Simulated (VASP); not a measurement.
A run of VASP 6.6.1 is set up as follows.

Contents of INCAR:

```
SYSTEM = SrTiO3
PREC = Accurate
ENCUT = 520
EDIFF = 1E-6
ISMEAR = 0
SIGMA = 0.01
LREAL = .FALSE.
LASPH = .TRUE.
NELM = 150
ALGO = Normal
ISIF = 2
LWAVE = .FALSE.
LCHARG = .TRUE.
LNONCOLLINEAR = .TRUE.
MAGMOM = 0 0 0 0 0 0 0 0 0 0 0 0 0 0 0 0 0 0 0 0 0 0 0 0 0 0 0 0 0 0
LORBIT = 11
LSORBIT = .TRUE.
GGA_COMPAT = .FALSE.
LORBMOM = .TRUE.
LMAXMIX = 4
GGA = PE
LVHAR = .TRUE.
NBANDS = 100
KPAR = 4
```

Contents of KPOINTS:

```
regular mesh
0
G
  6 6 6
  0 0 0
```

The input POSCAR:

```
SrTiO3
1.0
   -2.7589058476      2.7589058476      3.9136114100
    2.7589058476     -2.7589058476      3.9136114100
    2.7589058476      2.7589058476     -3.9136114100
Sr Ti O
2 2 6
Direct
    0.7500000000      0.2500000000      0.5000000000
    0.2500000000      0.7500000000      0.5000000000
    0.0000000000      0.0000000000      0.0000000000
    0.5000000000      0.5000000000      0.0000000000
    0.2330992722      0.7330992722      0.9661985445
    0.7330992722      0.7669007278      0.5000000000
    0.2669007278      0.2330992722      0.5000000000
    0.7500000000      0.7500000000      0.0000000000
    0.7669007278      0.2669007278      0.0338014555
    0.2500000000      0.2500000000      0.0000000000
```

Potentials or basis: VASP PAW PBE potentials, release 64 (Sr_sv, Ti_sv, O).

The run is started by

```bash
$ cat potpaw_PBE.64/Sr_sv/POTCAR potpaw_PBE.64/Ti_sv/POTCAR potpaw_PBE.64/O/POTCAR > POTCAR
$ mpirun -np 4 vasp_ncl > vasp.out
```

Predict the net moment.

0.00 μB per cell.

What does it give for the pressure?

4.7 GPa.

Predict the largest force.

0.025 eV/Å.

Forces on the atoms (eV/Å):
```
Sr   0.000  0.000  0.000
Sr   0.000  0.000  0.000
Ti   0.000  0.000  0.000
Ti   0.000  0.000  0.000
O   -0.017 -0.017  0.000
O    0.017 -0.017  0.000
O   -0.017  0.017  0.000
O    0.000  0.000  0.000
O    0.017  0.017  0.000
O    0.000  0.000  0.000
```

Caveat: the cell stands under pressure.
